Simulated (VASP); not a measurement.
Wanted: the native input for a VASP 6.6.1 run.

```yaml
Task: single point
Functional: PBE
Potentials_or_basis: VASP PAW PBE potentials, release 64 (Ta_sv_GW, Si, O)
Cutoff: 700 eV
k_mesh: 6 × 6 × 6
Occupations: gaussian, width 0.1 eV
Spin: no spin polarisation
Dipole_correction: no
Further_INCAR_settings: ALGO = Normal; EDIFF = 1e-06; NBANDS = 33
```

The structure of Ta2SiO3 lies in POSCAR:

```
Ta2SiO3
1.0
    6.5902042719      0.0000000036      0.0000000000
   -3.2951021391      5.7072843138      0.0000000000
    0.0000000000      0.0000000000      2.8147297361
Ta Si O
2 1 3
Direct
    0.3333333333      0.6666666667      0.5000000000
    0.6666666667      0.3333333333      0.5000000000
    0.0000000000      0.0000000000      0.0000000000
    0.5000000000      0.0000000000      0.5000000000
    0.0000000000      0.5000000000      0.5000000000
    0.5000000000      0.5000000000      0.5000000000
```

The cell was generated, and may not be a known phase.

One way to write it, as run:

INCAR

```
PREC = Accurate
ENCUT = 700
EDIFF = 1E-6
ISMEAR = 0
SIGMA = 0.1
LREAL = F
LASPH = T
NELM = 120
ALGO = Normal
ISIF = 2
LWAVE = F
LCHARG = F
GGA = PE
NBANDS = 33
GGA_COMPAT = F
```

KPOINTS

```
Automatic mesh
0
Gamma
  6 6 6
```

Potentials or basis: VASP PAW PBE potentials, release 64 (Ta_sv_GW, Si, O).

The run is started by

```sh
$ cat potpaw_PBE.64/Ta_sv_GW/POTCAR potpaw_PBE.64/Si/POTCAR potpaw_PBE.64/O/POTCAR > POTCAR
$ mpirun -np 1 vasp_std > vasp.out
```

It gave:

The pressure is 0.1 GPa and the band gap on the k mesh is zero (bands 24 and 25 overlap by 1.06 eV).

Caveat: the k points lie up to 0.37 Å⁻¹ apart, too coarse for converged energies and pressures of a metal; spin-orbit coupling is left out, which moves the levels of the heavy elements.

Wall time 2 min on 1 thread of Intel(R) Xeon(R) 6975P-C (Granite Rapids) (shared host), peak memory 0.37 GiB.
